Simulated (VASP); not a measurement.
A run of VASP 6.6.1 is set up as follows.

The input INCAR:

```
SYSTEM = Mn
PREC = Accurate ; ENCUT = 520
EDIFF = 1E-6 ; ISMEAR = 0
SIGMA = 0.1 ; LREAL = .False.
LASPH = .True. ; NELM = 150
ALGO = Normal ; ISIF = 2
LWAVE = .False. ; LCHARG = .True.
ISPIN = 2 ; MAGMOM = 4 4
LORBIT = 11 ; LMAXMIX = 4
GGA = PE ; LELF = .True.
LVHAR = .True. ; NBANDS = 24
```

File KPOINTS:

```
Automatic mesh
0
Gamma
  6 6 6
  0 0 0
```

The input POSCAR:

```
Mn
1.0
    2.6822024753      0.0000000000      0.0000000000
    0.0000000000      2.6822024753      0.0000000000
    0.0000000000      0.0000000000      3.0268178640
Mn
2
Direct
    0.0000000000      0.5000000000      0.2191233804
    0.5000000000      0.0000000000      0.7808766196
```

Potentials or basis: VASP PAW PBE potentials, release 64 (Mn_pv).

Launch:

```console
$ cat potpaw_PBE.64/Mn_pv/POTCAR > POTCAR
$ mpirun -np 1 vasp_std > vasp.out
```

Problem. Predict the pressure.

Solution. 0.1 GPa.

Problem. What does it give for the site moments?

Solution. Mn +0.10 μB.

Problem. Estimate the largest force.

Solution. 0.056 eV/Å.

Problem. What does it give for the net moment?

Solution. 0.21 μB per cell.

Forces in eV/Å, atoms in the order of the input:
```
Mn   0.000  0.000  0.056
Mn   0.000  0.000 -0.056
```

Caveat: the k points lie up to 0.39 Å⁻¹ apart.
